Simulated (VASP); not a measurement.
Runs of VASP 6.6.1 on KI. The structure is that of space group Fm-3m (No. 225), or close to it. The cells are those of the table. 

```tsv
cell	gap on the mesh (eV)	pressure (GPa)
a = 4.960, b = 4.960, c = 4.984 Å, angles 59.8, 59.8, 60.3°, 2 atoms	3.85	0.0
a = 5.085, b = 5.085, c = 4.984 Å, angles 60.7, 60.7, 58.7°, 2 atoms	3.75	-0.5
a = 5.060, b = 5.060, c = 4.984 Å, angles 60.5, 60.5, 59.0°, 2 atoms	3.77	-0.5
a = 5.072, b = 5.072, c = 4.984 Å, angles 60.6, 60.6, 58.9°, 2 atoms	(b)	-0.5
a = 4.935, b = 4.935, c = 4.984 Å, angles 59.7, 59.7, 60.7°, 2 atoms	(c)	0.1
a = 5.009, b = 5.009, c = 4.984 Å, angles 60.2, 60.2, 59.7°, 2 atoms	3.81	-0.3
a = 5.035, b = 5.035, c = 4.984 Å, angles 60.3, 60.3, 59.3°, 2 atoms	(a)	-0.4
```

Alike in all rows: task single point; level PBEsol; potentials or basis VASP PAW PBE potentials, release 64 (K_sv, I); no spin polarisation; k mesh 6 × 6 × 6; cutoff (eV) 520; smearing gaussian 0.05 eV.

Estimate the missing entries.

(a) 3.79; (b) 3.76; (c) 3.87.

Caveats: the PAW data sets were made with another functional, which shifts forces and pressure a little; spin-orbit coupling is left out, which moves the levels of the heavy elements.

A k mesh can miss the band edges, and the runs leave out spin-orbit coupling on I.
